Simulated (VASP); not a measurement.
Here is a VASP 6.6.1 calculation.

POSCAR

```
Tc
1.0
    0.0000000000      1.9500000000      1.9500000000
    1.9500000000      0.0000000000      1.9500000000
    1.9500000000      1.9500000000      0.0000000000
Tc
1
Direct
    0.0000000000      0.0000000000      0.0000000000
```

INCAR.step1

```
PREC = Accurate
ENCUT = 600
ISMEAR = -1
SIGMA = 0.05
LREAL = F
LASPH = T
NELM = 100
GGA = PE
ALGO = Normal
EDIFF = 1E-4
LWAVE = T
LCHARG = F
```

Contents of INCAR.step2:

```
PREC = Accurate
ENCUT = 600
EDIFF = 1E-6
ISMEAR = -1
SIGMA = 0.05
LREAL = F
LASPH = T
NELM = 100
ALGO = Normal
ISIF = 3
LWAVE = F
LCHARG = F
METAGGA = R2SCAN
LMIXTAU = T
IVDW = 12
VDW_S6 = 1.0
VDW_S8 = 0.78981345
VDW_A1 = 0.49484001
VDW_A2 = 5.73083694
IBRION = 2
NSW = 60
EDIFFG = -0.01
ISTART = 1
```

The input KPOINTS:

```
regular mesh
0
Gamma
  12 12 12
```

Potentials or basis: VASP PAW PBE potentials, release 64 (Tc_pv).

The run is started by

```console
$ cat potpaw_PBE.64/Tc_pv/POTCAR > POTCAR
$ cp INCAR.step1 INCAR
$ mpirun -np 1 vasp_std > vasp.out
$ cp INCAR.step2 INCAR
$ mpirun -np 1 vasp_std > vasp.out
```

Predict the relaxed volume.

14.16 Å³/atom.

What does it give for the relaxed cell?

a = 2.716 Å, b = 2.716 Å, c = 2.716 Å, α = 60.00°, β = 60.00°, γ = 60.00°.

What does it give for the dispersion energy per atom?

-0.303 eV.

Predict the space group after relaxing (to 0.05 Å).

Fm-3m (No. 225).

Final structure:
```yaml
crystal:
  lattice:
    - [0.00000, 1.92020, 1.92020]
    - [1.92020, 0.00000, 1.92020]
    - [1.92020, 1.92020, 0.00000]
  atoms:
    - { symbol: Tc, position: [0.00000, 0.00000, 0.00000] }
```

Caveat: the PAW data sets were made with another functional, which shifts forces and pressure a little; pairwise dispersion overbinds metals, which lowers pressure and volume.
